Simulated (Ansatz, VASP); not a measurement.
# TaRu in VASP and in Ansatz

```xyz
2
Lattice="3.0060 0.0000 0.0000 0.0000 3.0060 0.0000 0.0000 0.0000 3.3616" Properties=species:S:1:pos:R:3 pbc="T T T"
Ta    1.5030    1.5030    1.6808
Ru    0.0000    0.0000    0.0000
```

Alike in both runs: functional LDA; k mesh 14 × 14 × 12; occupations fermi-dirac, width 0.15 eV; no spin polarisation.

Ansatz relaxed the structure, and its values are those at the end. VASP's run is a single point on that final structure, the one shown.

|  | VASP | Ansatz |
| --- | --- | --- |
| version | VASP 6.6.1 | Ansatz 0.2.0 |
| potentials or method | VASP PAW LDA potentials, release 64 (Ta_sv_GW, Ru_sv), cutoff 600 eV | scalar-relativistic, plane waves, PAW |
| valence electrons in the cell | 29 | 29 |

|  | VASP | Ansatz | Ansatz less VASP |
| --- | --- | --- | --- |
| gap on the k mesh at the Fermi level (eV) | none | none | - |
| pressure (GPa) | 0.5 | 0.0 | -0.52 |

LDA's correlation is that of Perdew and Zunger in VASP and of Perdew and Wang (1992) in Ansatz. A gap of «none» marks a metal or a gap that the smearing closes.

Neither program's run includes spin-orbit coupling.
